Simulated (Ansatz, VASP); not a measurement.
## W in VASP and in Ansatz

```
W
1.0
     2.73581    0.00000    0.00000
    -1.36790    2.36928    0.00000
     0.00000    0.00000    4.85339
W
2
Direct
  0.33333 0.66667 0.25000
  0.66667 0.33333 0.75000
```

Alike in both runs: functional LDA; k mesh 17 × 17 × 9; occupations fermi-dirac, width 0.05 eV; no spin polarisation.

Ansatz relaxed the structure, and its values are those at the end. VASP's run is a single point on that final structure, the one shown.

|  | VASP | Ansatz |
| --- | --- | --- |
| version | VASP 6.6.1 | Ansatz 0.2.0 |
| potentials or method | VASP PAW LDA potentials, release 64 (W_sv), cutoff 520 eV | all-electron LAPW, scalar-relativistic |

Ansatz gave:

| Item | Value |
| --- | --- |
| pressure (GPa) | 0.0 |

Task: Which values does VASP return?

Result: Pressure (GPa): 1.8.

LDA's correlation is that of Perdew and Zunger in VASP and of Perdew and Wang (1992) in Ansatz. Ansatz ran all-electron here, and VASP with PAW potentials.

Spin-orbit coupling is off throughout.
